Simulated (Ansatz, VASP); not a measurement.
# One calculation of Be3Te2Se, two programs

```
Be Te Se
1.0
    -1.96319    1.96319    8.17445
     1.96319   -1.96319    8.17445
     1.96319    1.96319   -8.17445
Be Te Se
3 2 1
Cartesian
  0.0000 1.9632 4.0872
  1.9632 0.0000 1.2135
  1.9632 0.0000 6.9609
  0.0000 0.0000 10.8281
  0.0000 0.0000 5.5208
  0.0000 0.0000 0.0000
```

Alike in both runs: functional PBE; k mesh 4 × 4 × 4; occupations gaussian, width 0.15 eV; no spin polarisation.

Ansatz relaxed the structure, and its values are those at the end. VASP's run is a single point on that final structure, the one shown.

```csv
,VASP,Ansatz
version,VASP 6.6.1,Ansatz 0.2.0
potentials or method,"VASP PAW PBE potentials, release 64 (Be, Te, Se), cutoff 520 eV","scalar-relativistic, plane waves, PAW"
valence electrons in the cell,24,54
```

Ansatz gave:

| Item | Value |
| --- | --- |
| gap on the k mesh at the Fermi level (eV) | 2.02 |
| least direct gap on the mesh (eV) | 2.11 |
| pressure (GPa) | -0.3 |
| rms of the force components (eV/Å) | 0.015 |

Estimate VASP's values.

gap on the k mesh at the Fermi level (eV): 2.01; least direct gap on the mesh (eV): 2.10; pressure (GPa): -0.1; rms of the force components (eV/Å): 0.013.

With one functional, cell and mesh, what is left measures potentials, basis and numerics. VASP's potentials hold 24 valence electrons a cell and Ansatz's 54, so a difference there can come from the potentials and not from the codes.

The k mesh is coarse, so the values compare programs but aren't converged. Neither program's run includes spin-orbit coupling.
